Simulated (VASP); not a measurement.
A run of VASP 6.6.1 is set up as follows.

File INCAR:

```
PREC = Accurate ; ENCUT = 520
EDIFF = 1E-6 ; ISMEAR = 0
SIGMA = 0.15 ; LREAL = False
LASPH = True ; NELM = 60
ALGO = Fast ; ISIF = 2
LWAVE = False ; LCHARG = False
GGA = PS ; NBANDS = 12
```

File KPOINTS:

```
regular mesh
0
Gamma
  22 22 22
```

Contents of POSCAR:

```
V
1.0
   -1.5583900000      1.5583900000      1.5356950000
    1.5583900000     -1.5583900000      1.5356950000
    1.5583900000      1.5583900000     -1.5356950000
V
1
Direct
    0.0000000000      0.0000000000      0.0000000000
```

Potentials or basis: VASP PAW PBE potentials, release 64 (V_sv).

Run with:

```console
$ cat potpaw_PBE.64/V_sv/POTCAR > POTCAR
$ mpirun -np 1 vasp_std > vasp.out
```

Task: Estimate the pressure.

Result: -21.0 GPa.

Task: Estimate the band gap on the k mesh.

Result: Zero (an odd number of electrons rules out a gap without spin polarisation).

Stress tensor (GPa, compression positive):
```
-21.42   0.00   0.00
  0.00 -21.42   0.00
  0.00   0.00 -20.05
```

Caveat: the cell differs from its parent crystal (strain +0.030 along x and y, +0.015 along z); the cell stands under tension; the PAW data sets were made with another functional, which shifts forces and pressure a little.
